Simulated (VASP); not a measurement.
Here is a VASP 6.6.1 calculation.

File INCAR:

```
ALGO = Normal ; EDIFF = 1E-6
ENCUT = 520 ; GGA = PE
ISIF = 2 ; ISMEAR = 0
LASPH = True ; LCHARG = True
LELF = True ; LREAL = False
LVHAR = True ; LWAVE = False
NBANDS = 24 ; NELM = 60
PREC = Accurate ; SIGMA = 0.1
```

File KPOINTS:

```
k-points
0
Gamma
  6 6 4
```

The input POSCAR:

```
LiF
1.0
    2.9662850766      0.0000000000      0.0000000000
   -1.4831425383      2.5688782312      0.0000000000
    0.0000000000      0.0000000000      7.3486551836
Li F
3 3
Direct
    0.0000000000      0.5000000000      0.1666666667
    0.5000000000      0.5000000000      0.8333333333
    0.5000000000      0.0000000000      0.5000000000
    0.5000000000      0.5000000000      0.3333333333
    0.5000000000      0.0000000000      0.0000000000
    0.0000000000      0.5000000000      0.6666666667
```

Potentials or basis: VASP PAW PBE potentials, release 64 (Li_sv, F).

Run with:

```bash
$ cat potpaw_PBE.64/Li_sv/POTCAR potpaw_PBE.64/F/POTCAR > POTCAR
$ mpirun -np 1 vasp_std > vasp.out
```

Question: What does it give for the band gap on the k mesh?

Answer: 7.80 eV.

 A k mesh can miss the band edges.
